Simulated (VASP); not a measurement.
Here is a VASP 6.6.1 calculation.

File INCAR:

```
PREC = Accurate
ENCUT = 910
EDIFF = 1E-6
ISMEAR = -1
SIGMA = 0.05
LREAL = False
LASPH = True
NELM = 200
ALGO = Normal
ISIF = 2
LWAVE = False
LCHARG = False
ISPIN = 2
MAGMOM = 1 1 1 1 1 1 1 1 1 1 1 1
LORBIT = 11
GGA = PE
NBANDS = 52
GGA_COMPAT = False
```

File KPOINTS:

```
Automatic mesh
0
Gamma
  1 1 1
```

The input POSCAR:

```
O
1.0
    6.0876040000      0.0000000000      0.0000000000
    0.0000000000      6.0876040000      0.0000000000
    0.0000000000      0.0000000000      6.0876040000
O
12
Direct
    0.2636012461      0.2946315168      0.4592775746
    0.1085813072      0.4185226240      0.4256518657
    0.6271104362      0.5699779421      0.7101644588
    0.4573884898      0.6677011185      0.6944275613
    0.7865163371      0.9531828943      0.4356229479
    0.9483369812      0.8591228996      0.5061268768
    0.1083184780      0.7486032271      0.0040902792
    0.2830341790      0.7688575012      0.1067579297
    1.1791667132      0.2931038221      0.9425711659
    1.0593166047      0.1776561025      0.8377023210
    0.6195540971      0.3373576862      0.0510874229
    0.5741667822      0.1542643050     -0.0285169666
```

Potentials or basis: VASP PAW PBE potentials, release 64 (O_h).

Run with:

```console
$ cat potpaw_PBE.64/O_h/POTCAR > POTCAR
$ mpirun -np 1 vasp_gam > vasp.out
```

Problem. Estimate the site moments.

Solution. O +0.62, +0.63 (each value once) μB.

Problem. What does it give for the largest force?

Solution. 1.974 eV/Å.

Problem. What does it give for the net moment?

Solution. 12.00 μB per cell.

Problem. Estimate the pressure.

Solution. 1.2 GPa.

Forces in eV/Å, atoms in the order of the input:
```
O   -0.338  0.358 -0.291
O    0.402 -0.393  0.054
O    1.494 -0.664 -0.180
O   -1.413  0.888 -0.256
O   -0.044  0.062 -0.061
O    0.056  0.038 -0.061
O    1.197  0.136  0.837
O   -1.285 -0.115 -0.601
O    0.469  0.841  0.687
O   -0.950 -0.782 -0.589
O   -0.325 -1.923 -0.309
O    0.737  1.553  0.770
```

Caveat: the k points lie up to 1.03 Å⁻¹ apart; the cutoff is under 1.25 times the usual one of these potentials, so pressure, stress and relaxed cells hold a basis-set (Pulay) error; the atoms stand as in a frame of molecular dynamics.
